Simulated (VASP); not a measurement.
# SiO2 (I4_1/amd) in VASP: a series of runs, part 3 of 3

VASP 6.6.1.

## 6. Relaxation of cell and atoms, r2SCAN

This run uses another cell than the first one, of 8.83 Å³/atom.

File POSCAR:

```
SiO2
1.0
   -1.7634127747      1.7634127747      4.2599941509
    1.7634127747     -1.7634127747      4.2599941509
    1.7634127747      1.7634127747     -4.2599941509
Si O
2 4
Direct
    0.7500000000      0.2500000000      0.5000000000
    0.0000000000      0.0000000000      0.0000000000
    0.5421687973      0.0421687973      0.5000000000
    0.7921687973      0.7921687973      0.0000000000
    0.2078312027      0.2078312027      0.0000000000
    0.9578312027      0.4578312027      0.5000000000
```

File INCAR.step1:

```
PREC = Accurate
ENCUT = 600
ISMEAR = -1
SIGMA = 0.02
LREAL = F
LASPH = T
NELM = 60
GGA = PE
ALGO = Normal
EDIFF = 1E-4
LWAVE = T
LCHARG = F
```

File INCAR.step2:

```
PREC = Accurate
ENCUT = 600
EDIFF = 1E-6
ISMEAR = -1
SIGMA = 0.02
LREAL = F
LASPH = T
NELM = 60
ALGO = Normal
ISIF = 3
LWAVE = F
LCHARG = F
METAGGA = R2SCAN
LMIXTAU = T
IBRION = 2
NSW = 80
EDIFFG = -0.005
ISTART = 1
```

File KPOINTS:

```
regular mesh
0
Gamma
  10 10 10
```

Potentials or basis: VASP PAW PBE potentials, release 64 (Si, O).

The run is started by

```
cat potpaw_PBE.64/Si/POTCAR potpaw_PBE.64/O/POTCAR > POTCAR
cp INCAR.step1 INCAR
mpirun -np 1 vasp_std > vasp.out
cp INCAR.step2 INCAR
mpirun -np 1 vasp_std > vasp.out
```

OUTCAR:

```text
PREC = Accurate
   ENCUT = 600
   EDIFF = 1E-6
   ISMEAR = -1
   LREAL = F
   LASPH = T
   NELM = 60
   ISIF = 3
   METAGGA = R2SCAN
   IBRION = 2
   NSW = 80
   EDIFFG = -0.005
   ISTART = 1

 ion  position               nearest neighbor table
   1  0.750  0.250  0.500-   3 1.77   6 1.77   5 1.80   4 1.80   4 1.80   5 1.80   2 2.77   2 2.77
                             2 2.77   2 2.77
   2  0.000  0.000  0.000-   4 1.77   5 1.77   3 1.80   6 1.80   3 1.80   6 1.80   1 2.77   1 2.77
                             1 2.77   1 2.77
   3  0.542  0.042  0.500-   1 1.77   2 1.80   2 1.80
   4  0.792  0.792  0.000-   2 1.77   1 1.80   1 1.80
   5  0.208  0.208  0.000-   2 1.77   1 1.80   1 1.80
   6  0.958  0.458  0.500-   1 1.77   2 1.80   2 1.80

  LATTYP: Found a body centered tetragonal cell.
 ALAT       =     3.5268255494
[... 518 lines left out ...]
  free energy    TOTEN  =       -58.37711626 eV

  energy without entropy =      -58.37711626  energy(sigma->0) =      -58.37711626

 E-fermi :   6.2164     XC(G=0): -12.1748

 val. band max:        5.7001064368   @ k =  -0.4000   0.4000   0.0000
 cond. band min:      12.9198820987   @ k =   0.0000   0.0000   0.0000
 fundamental gap:      7.2197756620
 Fermi energy:         6.2164481352

 k-point     1 :       0.0000    0.0000    0.0000
  band No.  band energies     occupation
      1     -16.9104      2.00000
      2     -13.9056      2.00000
      3     -12.8674      2.00000
      4     -12.0330      2.00000
      5      -2.0952      2.00000
      6      -2.0952      2.00000
[... 541 lines left out ...]
     19      16.9415      0.00000
     20      17.8839      0.00000

 [... further k-points ...]

------------------------ aborting loop because EDIFF is reached ----------------------------------------

  FORCE on cell =-STRESS in cart. coord.  units (eV):
  Direction    XX          YY          ZZ          XY          YZ          ZX
  --------------------------------------------------------------------------------------
  -------------------------------------------------------------------------------------
  Total        0.0082214      0.0082214      0.0113473      0.0000000      0.0000000      0.0000000
  in kB        0.2573841      0.2573841      0.3552459      0.0000000      0.0000000      0.0000000
  external PRESSURE =       0.2900047 kB  Pullay stress =       0.0000000 kB
[... 21 lines left out ...]
  FREE ENERGIE OF THE ION-ELECTRON SYSTEM (eV)
  ---------------------------------------------------
  free  energy   TOTEN  =       -58.3771162574 eV

  energy  without entropy=      -58.3771162574  energy(sigma->0) =      -58.37711626

 reached required accuracy - stopping structural energy minimisation
```

It took 87 min on 1 thread of Oxide Virtual Turin-like, shared host; peak memory 0.29 GiB.

What came out:

| Item | Value |
| --- | --- |
| Free energy | -58.3771 eV |
| Relaxed volume | 8.53 Å³/atom |
| Relaxed cell | a = 4.879 Å, b = 4.879 Å, c = 4.879 Å, α = 138.13°, β = 138.13°, γ = 60.71° |
| Space group after relaxing (to 0.1 Å) | I4_1/amd (No. 141) |
| Energy gained by relaxing | 8.1 meV/atom |
| Ionic steps | 9 |
| Pressure after relaxing | 0.0 GPa |
| Largest force after relaxing | 0.004 eV/Å |
| Band gap on the k mesh | 7.22 eV (least direct gap 7.98 eV) |

Forces on the atoms (eV/Å):
```
Si   0.000  0.000  0.000
Si   0.000  0.000  0.000
O    0.000  0.000  0.004
O    0.000  0.000  0.004
O    0.000  0.000 -0.004
O    0.000  0.000 -0.004
```

The path:
```csv
step,energy change (eV),largest force (eV/Å),pressure (GPa),volume (Å³)
1,0.0000,0.1063,-8.66,52.99
2,0.0457,0.7771,13.54,49.41
3,-0.0428,0.2350,-0.30,51.48
4,-0.0474,0.0314,0.00,51.19
5,-0.0477,0.0214,-0.08,51.25
6,-0.0481,0.0181,0.06,51.21
7,-0.0483,0.0117,0.27,51.15
8,-0.0482,0.0288,-0.42,51.24
9,-0.0483,0.0039,0.03,51.18
```

Final structure:
```yaml
crystal:
  lattice:
    - [-1.74330, 1.74330, 4.20988]
    - [1.74330, -1.74330, 4.20988]
    - [1.74330, 1.74330, -4.20988]
  atoms:
    - { symbol: Si, position: [0.75000, 0.25000, 0.50000] }
    - { symbol: Si, position: [0.00000, 0.00000, 0.00000] }
    - { symbol: O, position: [0.54104, 0.04104, 0.50000] }
    - { symbol: O, position: [0.79104, 0.79104, 0.00000] }
    - { symbol: O, position: [0.20896, 0.20896, 0.00000] }
    - { symbol: O, position: [0.95896, 0.45896, 0.50000] }
```

Caveat: the PAW data sets were made with another functional, which shifts forces and pressure a little. A k mesh can miss the band edges.

## 7. The runs side by side

```tsv
task	level	cell	cutoff (eV)	smearing	gap on the mesh (eV)	pressure (GPa)	largest force (eV/Å)
single point	PBEsol	a = 4.897 Å, angles 138.1, 138.1, 60.7°, 6 atoms, atomic positions A	520	fermi-dirac 0.02 eV	6.08	0.6	0.03
single point	PBE	a = 4.936 Å, angles 138.1, 138.1, 60.7°, 6 atoms, atomic positions B	520	fermi-dirac 0.02 eV	5.78	0.1	0.01
single point	r2SCAN	a = 4.874 Å, angles 138.0, 138.0, 60.8°, 6 atoms, atomic positions C	520	fermi-dirac 0.02 eV	7.22	0.4	0.01
single point	r2SCAN	a = 4.874 Å, angles 138.0, 138.0, 60.8°, 6 atoms, atomic positions C	520	gaussian 0.01 eV	7.22	0.4	0.01
relaxation of cell and atoms	r2SCAN	relaxed from a = 4.936 Å, angles 138.1, 138.1, 60.7°, 6 atoms, atomic positions B	600	fermi-dirac 0.02 eV	7.22	0.0	-
```

Alike in all rows: potentials or basis VASP PAW PBE potentials, release 64 (Si, O); no spin polarisation; k mesh 10 × 10 × 10.

Caveats: the PAW data sets were made with another functional, which shifts forces and pressure a little (at least some runs).

Total energies depend on the potentials used, so only differences within one code and one set of settings carry meaning.
